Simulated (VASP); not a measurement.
# H2C18O in VASP: a series of runs

H2C18O is run at these levels: LDA; tasks: single point.

Everything below comes from runs of VASP 6.6.1. Logs are shortened: lines on timing, memory, paths and dates and some standing lists are left out, and cuts for length are marked.

### 1 The cell of the first run

The cell holds a slab with vacuum, 21 atoms: a = 7.398 Å, b = 7.398 Å, c = 11.000 Å, α = 90.00°, β = 90.00°, γ = 120.00°.

### 2 Single point, LDA

INCAR reads:

```
  PREC = Accurate
  ENCUT = 520
  EDIFF = 1E-6
  ISMEAR = 0
  SIGMA = 0.02
  LREAL = Auto
  LASPH = T
  NELM = 100
  ALGO = Normal
  ISIF = 2
  LWAVE = F
  LCHARG = F
  NBANDS = 56
```

KPOINTS reads:

```
Automatic mesh
0
Gamma
  2 2 1
```

POSCAR reads:

```
H2C18O
1.0
    7.3980000000      0.0000000000      0.0000000000
   -3.6990000000      6.4068560000      0.0000000000
    0.0000000000      0.0000000000     11.0000000000
C O H
18 1 2
Direct
    0.0115285116      0.0224022516      0.0732292727
    0.2320541005      0.1327026860      0.0732934545
    0.0092460328      0.3553109357      0.0732366364
    0.2342389352      0.4677587572      0.0731966364
    0.0110282973      0.6907943615      0.0733718182
    0.2323653094      0.8014689264      0.0733011818
    0.3428276481      0.0222519439      0.0731866364
    0.5678381801      0.1346017454      0.0729423636
    0.3446055289      0.3575922418      0.0732405455
    0.5657477240      0.4681734692      0.0732195455
    0.3450286261      0.6889569549      0.0730071818
    0.5655653532      0.7994034828      0.0729780000
    0.6779573992      0.0243089590      0.0729135455
    0.8989890683      0.1348272850      0.0731240000
    0.6782076578      0.3556713308      0.0731428182
    0.8986987379      0.4658773352      0.0732617273
    0.6759735167      0.6887012912      0.0731641818
    0.9009100559      0.8011723691      0.0732648182
    0.4329323341     -0.0858403872      0.3458254545
    0.4225299765     -0.2197172841      0.3619242727
    0.3401462325     -0.1117126716      0.2769942727
```

Potentials or basis: VASP PAW LDA potentials, release 64 (C, O, H).

Run with:

```bash
$ cat potpaw_LDA.64/C/POTCAR potpaw_LDA.64/O/POTCAR potpaw_LDA.64/H/POTCAR > POTCAR
$ mpirun -np 1 vasp_std > vasp.out
```

OUTCAR:

```text
PREC = Accurate
   ENCUT = 520
   EDIFF = 1E-6
   ISMEAR = 0
   LREAL = Auto
   LASPH = T
   NELM = 100
   ISIF = 2

 ion  position               nearest neighbor table
   1  0.012  0.022  0.073-   2 1.41  18 1.42  14 1.44
   2  0.232  0.133  0.073-   1 1.41   7 1.42   9 1.44
   3  0.009  0.355  0.073-  14 1.41  16 1.42   4 1.44
   4  0.234  0.468  0.073-   9 1.41  11 1.42   3 1.44
   5  0.011  0.691  0.073-  18 1.41   6 1.42  16 1.44
   6  0.232  0.801  0.073-   7 1.41   5 1.42  11 1.44
[... 10 lines left out ...]
  17  0.676  0.689  0.073-  10 1.41  12 1.42  18 1.44
  18  0.901  0.801  0.073-   5 1.41   1 1.42  17 1.44
  19  0.433  0.914  0.346-  20 0.97  21 0.97
  20  0.423  0.780  0.362-  19 0.97
  21  0.340  0.888  0.277-  19 0.97

  LATTYP: Found a hexagonal cell.
 ALAT       =     7.3980000000
 C/A-ratio  =     1.4868883482

  Lattice vectors:

 A1 = (   7.3980000000,   0.0000000000,   0.0000000000)
 A2 = (  -3.6990000000,   6.4068560000,   0.0000000000)
 A3 = (   0.0000000000,   0.0000000000,  11.0000000000)

Analysis of symmetry for initial positions (statically):
=====================================================================
 Subroutine PRICEL returns:
 Original cell was already a primitive cell.

 Routine SETGRP: Setting up the symmetry group for a
 hexagonal supercell.

 Subroutine GETGRP returns: Found  1 space group operations
 (whereof  1 operations were pure point group operations)
 out of a pool of 24 trial point group operations.

The static configuration has the point symmetry C_1 .

Analysis of symmetry for dynamics (positions and initial velocities):
=====================================================================
 Subroutine PRICEL returns:
 Original cell was already a primitive cell.

 Routine SETGRP: Setting up the symmetry group for a
 hexagonal supercell.

 Subroutine GETGRP returns: Found  1 space group operations
 (whereof  1 operations were pure point group operations)
 out of a pool of 24 trial point group operations.

The dynamic configuration has the point symmetry C_1 .

 Subroutine INISYM returns: Found  1 space group operations
 (whereof  1 operations are pure point group operations),
 and found     1 'primitive' translations

[... 113 lines left out ...]
   EDIFFG = 0.1E-04   stopping-criterion for IOM
   NSW    =      0    number of steps for IOM
   IBRION =     -1    ionic relax: 0-MD 1-quasi-New 2-CG
   NFREE  =      0    steps in history (QN), initial steepest desc. (CG)
   ISIF   =      2    stress and relaxation
   ISYM   =      2    0-nonsym 1-usesym 2-fastsym
   POTIM  = 0.5000    time-step for ionic-motion
   TEBEG  =    0.0;   TEEND  =   0.0 temperature during run
   PSTRESS=    0.0 pullay stress
   NELECT =      80.0000    total number of electrons
   NUPDOWN=      -1.0000    fix difference up-down
   EMIN   =  10.00;   EMAX   =-10.00  energy-range for DOS
   EFERMI =   0.00;   METHOD = LEGACY
   ISMEAR =     0;   SIGMA  =   0.02  broadening in eV -4-tet -1-fermi 0-gaus
   EFERMI_NEDOS =   21; number of points for ismear=-14 and -15
   IALGO  =     38    algorithm
   IMIX   =      4    mixing-type and parameters
     AMIX     =   0.40;   BMIX     =  1.00
     AMIX_MAG =   1.60;   BMIX_MAG =  1.00
  volume/ion in A,a.u.               =      24.83       167.54
  Fermi-wavevector in a.u.,A,eV,Ry     =   0.876437  1.656226 10.451210  0.768142
  Thomas-Fermi vector in A             =   1.996247
   LORBIT       =      0    0 simple, 1 ext, 2 COOP (PROOUT), +10 PAW based schemes
   GGA     = CA    functional components
   LHFCALC =     F    Hartree Fock is set to
   AEXX    =    0.0000 exact exchange contribution
   IVDW    =     0    specifies the selected vdW correction
   LEPSILON=     F    determine dielectric tensor
   LRPA    =     F    only Hartree local field effects (RPA)
 non-spin polarized calculation
 Gauss-broadening in eV      SIGMA  =   0.02
  energy-cutoff  :      520.00
  volume of cell :      521.38
 maximum number of plane-waves:     14099
 NGX is ok and might be reduce to    56
   NGX = 27   NGY = 27   NGZ = 41

 number of electron      80.0000003 magnetization

 Free energy of the ion-electron system (eV)
  ---------------------------------------------------
  ext. energy  EPLUGINS =         0.00000000
  ---------------------------------------------------
  free energy    TOTEN  =      -196.04399950 eV

  energy without entropy =     -196.04399950  energy(sigma->0) =     -196.04399950

 E-fermi :  -1.7710     XC(G=0):  -4.5068

 val. band max:       -1.8696379461   @ k =   0.0000   0.0000   0.0000
 cond. band min:      -1.6755235231   @ k =   0.0000   0.0000   0.0000
 fundamental gap:      0.1941144231
 Fermi energy:        -1.7710195415

 k-point     1 :       0.0000    0.0000    0.0000
  band No.  band energies     occupation
      1     -22.0296      2.00000
      2     -21.0667      2.00000
      3     -18.6040      2.00000
      4     -18.5738      2.00000
      5     -18.4807      2.00000
      6     -18.4629      2.00000
[... 209 lines left out ...]
     51       4.3722      0.00000
     52       4.5119      0.00000
 [bands above 52 left out]

------------------------ aborting loop because EDIFF is reached ----------------------------------------

  FORCE on cell =-STRESS in cart. coord.  units (eV):
  Direction    XX          YY          ZZ          XY          YZ          ZX
  --------------------------------------------------------------------------------------
  -------------------------------------------------------------------------------------
  Total       -8.8006814     -8.7680493     -0.0684729     -0.0582734     -0.0341107      0.1012231
  in kB      -27.0442478    -26.9439702     -0.2104152     -0.1790725     -0.1048212      0.3110559
  external PRESSURE =     -18.0662111 kB  Pullay stress =       0.0000000 kB

 VOLUME and BASIS-vectors are now :
 -----------------------------------------------------------------------------
  energy-cutoff  :      520.00
  volume of cell :      521.38
      direct lattice vectors                 reciprocal lattice vectors
     7.398000000  0.000000000  0.000000000     0.135171668  0.078041398  0.000000000
    -3.699000000  6.406856000  0.000000000     0.000000000  0.156082796  0.000000000
     0.000000000  0.000000000 11.000000000     0.000000000  0.000000000  0.090909091

 POSITION                                       TOTAL-FORCE (eV/Angst)
 -----------------------------------------------------------------------------------
      0.00242      0.14353      0.80552        -0.000143      0.011299      0.000672
      1.22587      0.85021      0.80623        -0.013512      0.003728      0.001759
     -1.24589      2.27643      0.80560         0.011597     -0.007362      0.002643
      0.00266      2.99686      0.80516         0.003231     -0.011249     -0.000450
     -2.47366      4.42582      0.80709        -0.011582     -0.009706      0.000625
     -1.24559      5.13490      0.80631         0.006299      0.003396      0.000138
[... 13 lines left out ...]
      0.23961      4.99916      3.98117         0.104694     -0.162551      0.075940
     -0.76937      5.69113      3.04694        -0.130682      0.002414     -0.163310
 -----------------------------------------------------------------------------------
    total drift:                                0.011024      0.008480      0.033555

  FREE ENERGIE OF THE ION-ELECTRON SYSTEM (eV)
  ---------------------------------------------------
  free  energy   TOTEN  =      -196.0439995047 eV

  energy  without entropy=     -196.0439995047  energy(sigma->0) =     -196.04399950
```

OSZICAR:

```text
N       E                     dE             d eps       ncg     rms          rms(c)
DAV:   1     0.611328522657E+03    0.61133E+03   -0.32986E+04   448   0.115E+03
DAV:   2    -0.117693189382E+03   -0.72902E+03   -0.69270E+03   656   0.281E+02
DAV:   3    -0.208273389083E+03   -0.90580E+02   -0.89917E+02   536   0.103E+02
[... 14 lines left out ...]
DAV:  18    -0.196043973260E+03   -0.42709E-04   -0.40665E-06   464   0.499E-03    0.168E-03
DAV:  19    -0.196043991902E+03   -0.18643E-04   -0.20490E-06   440   0.349E-03    0.657E-04
DAV:  20    -0.196043996416E+03   -0.45140E-05   -0.27464E-07   344   0.158E-03    0.350E-04
DAV:  21    -0.196043999110E+03   -0.26933E-05   -0.34831E-07   320   0.128E-03    0.186E-04
DAV:  22    -0.196043999505E+03   -0.39496E-06   -0.61217E-08   352   0.651E-04
   1 F= -.19604400E+03 E0= -.19604400E+03  d E =-.431833E-12
```

Run time: 6 min. Hardware: 1 thread of Oxide Virtual Turin-like, shared host; peak memory 0.42 GiB.

Results:

| Property | Result |
| --- | --- |
| Free energy | -196.0440 eV |
| Largest force | 0.209 eV/Å |
| Band gap on the k mesh | 0.19 eV |

Forces on the atoms (eV/Å):
```
C    0.000  0.011  0.001
C   -0.014  0.004  0.002
C    0.012 -0.007  0.003
C    0.003 -0.011  0.000
C   -0.012 -0.010  0.001
C    0.006  0.003  0.000
C    0.008  0.000 -0.002
C    0.002 -0.008  0.004
C   -0.008 -0.007 -0.001
C    0.014  0.006 -0.002
C    0.000  0.010 -0.004
C   -0.006  0.003  0.001
C   -0.006 -0.003  0.002
C    0.009  0.001  0.001
C    0.000  0.013 -0.003
C   -0.009  0.007 -0.002
C    0.009 -0.001 -0.001
C    0.002 -0.004  0.003
O    0.015  0.154  0.086
H    0.105 -0.163  0.076
H   -0.131  0.002 -0.163
```

Levels at points of the mesh, in eV from the valence-band top:
| k point | band 37 | band 38 | band 39 | band 40 | band 41 | band 42 | band 43 | band 44 |
| --- | --- | --- | --- | --- | --- | --- | --- | --- |
| (0.00, 0.00, 0.00) | -2.93 | -2.38 | -0.03 | 0.00 | 0.19 | 0.21 | 3.24 | 4.67 |
| (0.50, 0.00, 0.00) | -2.55 | -2.52 | -2.33 | -2.21 | 1.73 | 2.54 | 2.56 | 2.61 |
| (0.00, 0.50, 0.00) | -2.56 | -2.52 | -2.31 | -2.24 | 1.72 | 2.53 | 2.56 | 2.62 |
| (0.50, 0.50, 0.00) | -2.56 | -2.54 | -2.31 | -2.23 | 1.72 | 2.54 | 2.58 | 2.60 |

Caveat: the k points lie up to 0.49 Å⁻¹ apart; there is no dipole correction, which matters where the two faces differ.

### 3 Single point, LDA

INCAR reads:

```
PREC = Accurate
ENCUT = 520
EDIFF = 1E-7
ISMEAR = 0
SIGMA = 0.02
LREAL = Auto
LASPH = True
NELM = 80
ALGO = Normal
ISIF = 2
LWAVE = False
LCHARG = True
LELF = True
LVHAR = True
NBANDS = 56
```

KPOINTS reads:

```
regular mesh
0
Gamma
  2 2 1
```

POSCAR reads:

```
H2C18O
1.0
    7.3980000000      0.0000000000      0.0000000000
   -3.6990000000      6.4068560000      0.0000000000
    0.0000000000      0.0000000000     11.0000000000
C O H
18 1 2
Direct
    0.0047745944      0.0154537577      0.0744330909
    0.2267325387      0.1282090623      0.0744959091
    0.0047261827      0.3487743442      0.0744327273
    0.2266931339      0.4613957298      0.0743730000
    0.0046569771      0.6820014372      0.0744322727
    0.2266569049      0.7947912361      0.0742693636
    0.3381551808      0.0155104157      0.0743718182
    0.5602448490      0.1283615552      0.0742680000
    0.3380937876      0.3487471858      0.0744952727
    0.5601186477      0.4614622211      0.0744916364
    0.3379379872      0.6819276100      0.0741854545
    0.5601526845      0.7948644390      0.0743980909
    0.6715829752      0.0156563531      0.0742882727
    0.8935084372      0.1282304456      0.0743993636
    0.6714867511      0.3487999418      0.0744185455
    0.8933999863      0.4614750199      0.0744713636
    0.6715001294      0.6820108022      0.0744840000
    0.8934733718      0.7948723992      0.0744454545
    0.4487637852     -0.1199190367      0.3524542727
    0.4853195295     -0.1716715656      0.2805699091
    0.3387336835     -0.0943287940      0.3250950909
```

Potentials or basis: VASP PAW LDA potentials, release 64 (C, O, H).

Run with:

```bash
$ cat potpaw_LDA.64/C/POTCAR potpaw_LDA.64/O/POTCAR potpaw_LDA.64/H/POTCAR > POTCAR
$ mpirun -np 1 vasp_std > vasp.out
```

Run time: 8.4 min. Hardware: 1 thread of Oxide Virtual Turin-like, shared host; peak memory 0.42 GiB.

The run converged. Its results:

| Property | Result |
| --- | --- |
| Free energy | -196.0251 eV |
| Largest force | 0.213 eV/Å |
| Band gap on the k mesh | 0.14 eV |

Forces in eV/Å, atoms in the order of the input:
```
C    0.000  0.005 -0.003
C   -0.002 -0.002  0.000
C    0.000  0.000 -0.002
C   -0.002 -0.006 -0.001
C    0.000  0.004  0.001
C   -0.003 -0.002  0.002
C    0.003  0.004  0.006
C   -0.001 -0.002 -0.003
C    0.012  0.004 -0.003
C   -0.004  0.002  0.000
C    0.005  0.005  0.005
C    0.007 -0.007  0.000
C    0.005  0.008 -0.005
C   -0.009 -0.004  0.003
C   -0.004  0.004 -0.003
C   -0.005 -0.010  0.002
C    0.002 -0.003  0.003
C   -0.007 -0.005  0.002
O    0.085  0.033  0.193
H    0.111 -0.066 -0.155
H   -0.195  0.039 -0.041
```

Levels at points of the mesh, in eV from the valence-band top:
```
           k point  band 37  band 38  band 39  band 40  band 41  band 42  band 43  band 44
(0.00, 0.00, 0.00)    -2.78    -2.23    -0.03     0.00     0.14     0.16     3.34     4.79
(0.50, 0.00, 0.00)    -2.60    -2.53    -2.31    -2.13     1.68     2.47     2.48     2.63
(0.00, 0.50, 0.00)    -2.60    -2.54    -2.29    -2.09     1.59     2.50     2.53     2.61
(0.50, 0.50, 0.00)    -2.57    -2.54    -2.35    -2.17     1.82     2.49     2.53     2.56
```

Caveat: the k points lie up to 0.49 Å⁻¹ apart; there is no dipole correction, which matters where the two faces differ.

[end of part 1 of 2]
